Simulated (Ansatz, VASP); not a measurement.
## One calculation of Li16C, two programs

```xyz
17
Lattice="6.9800 0.0000 0.0000 0.0000 6.9800 0.0000 0.0000 0.0000 6.9800" Properties=species:S:1:pos:R:3 pbc="T T T"
Li   -0.2231    0.1792   -0.0025
Li    3.7168    0.1741   -0.0026
Li    0.2510    3.2052   -0.0006
Li   -0.2020   -0.2287    3.4895
Li    1.7500    1.0792    2.1500
Li    3.2452    3.2054   -0.0006
Li    3.7044   -0.2282    3.4895
Li    5.2368    2.0348    1.9878
Li    0.4053    4.1537    3.4881
Li    1.7459    5.4716    1.5363
Li    1.7499    1.0834    4.8290
Li    3.0854    4.1648    3.4881
Li    5.2406    5.0624    1.5201
Li    5.2368    2.0351    4.9895
Li    1.7458    5.4713    5.4397
Li    5.2406    5.0605    5.4583
C     1.7514    6.1141    3.4880
```

Alike in both runs: functional PBE; k mesh 3 × 3 × 3; occupations fermi-dirac, width 0.15 eV; no spin polarisation.

Ansatz relaxed the structure, and its values are those at the end. VASP's run is a single point on that final structure, the one shown.

|  | VASP | Ansatz |
| --- | --- | --- |
| version | VASP 6.6.1 | Ansatz 0.2.0 |
| potentials or method | VASP PAW PBE potentials, release 64 (Li_sv, C), cutoff 520 eV | scalar-relativistic, plane waves, PAW |
| valence electrons in the cell | 52 | 52 |

Ansatz gave:

* rms of the force components (eV/Å): 0.005

Task: What did VASP give for the same quantities?

Result: rms of the force components (eV/Å): 0.007.

Noted on VASP's run: the cutoff is short for stress, so the pressure is rough.
